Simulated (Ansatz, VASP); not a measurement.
**One calculation of SnTe, two programs**

```
CELL_PARAMETERS angstrom
0.00000 3.20500 3.20500
3.20500 0.00000 3.20500
3.20500 3.20500 0.00000
ATOMIC_POSITIONS crystal
Sn 0.00000 0.00000 0.00000
Te 0.50000 0.50000 0.50000
```

Alike in both runs: task single point; functional PBE; k mesh 8 × 8 × 8; occupations fermi-dirac, width 0.1 eV; no spin polarisation.

|  | VASP | Ansatz |
| --- | --- | --- |
| version | VASP 6.6.1 | Ansatz 0.2.0 development build |
| potentials or method | VASP PAW PBE potentials, release 64 (Sn_d, Te) | plane waves, PAW datasets (generated soft set 1) |
| plane-wave cutoff (eV) | 520 | 420 |
| valence electrons in the cell | 20 | 30 |

|  | VASP | Ansatz | Ansatz less VASP |
| --- | --- | --- | --- |
| gap on the k mesh at the Fermi level (eV) | 0.05 | 0.05 | 0.000 |

VASP's potentials hold 20 valence electrons a cell and Ansatz's 30, so a difference there can come from the potentials and not from the codes.

Spin-orbit coupling is off throughout.
